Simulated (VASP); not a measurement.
Here is a VASP 6.6.1 calculation.

The input INCAR:

```
SYSTEM = MnS
PREC = Accurate
ENCUT = 520
EDIFF = 1E-7
ISMEAR = 0
SIGMA = 0.1
LREAL = .False.
LASPH = .True.
NELM = 150
ALGO = Normal
ISIF = 2
LWAVE = .False.
LCHARG = .True.
ISPIN = 2
MAGMOM = 4 0
LORBIT = 11
LMAXMIX = 4
GGA = PE
LELF = .True.
LVHAR = .True.
NBANDS = 20
```

Contents of KPOINTS:

```
Automatic mesh
0
Gamma
  5 5 5
  0 0 0
```

File POSCAR:

```
MnS
1.0
    0.0000000000      2.5180113761      2.5180113761
    2.5180113761      0.0000000000      2.5180113761
    2.5180113761      2.5180113761      0.0000000000
Mn S
1 1
Direct
    0.0000000000      0.0000000000      0.0000000000
    0.5000000000      0.5000000000      0.5000000000
```

Potentials or basis: VASP PAW PBE potentials, release 64 (Mn_pv, S).

Run with:

```console
$ cat potpaw_PBE.64/Mn_pv/POTCAR potpaw_PBE.64/S/POTCAR > POTCAR
$ mpirun -np 1 vasp_std > vasp.out
```

(1) What does it give for the net moment?

(2) What does it give for the pressure?

(3) Predict the site moments.

## Answers

(1) 4.19 μB per cell.

(2) -0.2 GPa.

(3) Mn +3.89; S +0.05 μB.

Caveat: the k points lie up to 0.43 Å⁻¹ apart; a cell with one magnetic atom can't hold antiferromagnetic order, which such compounds often take.
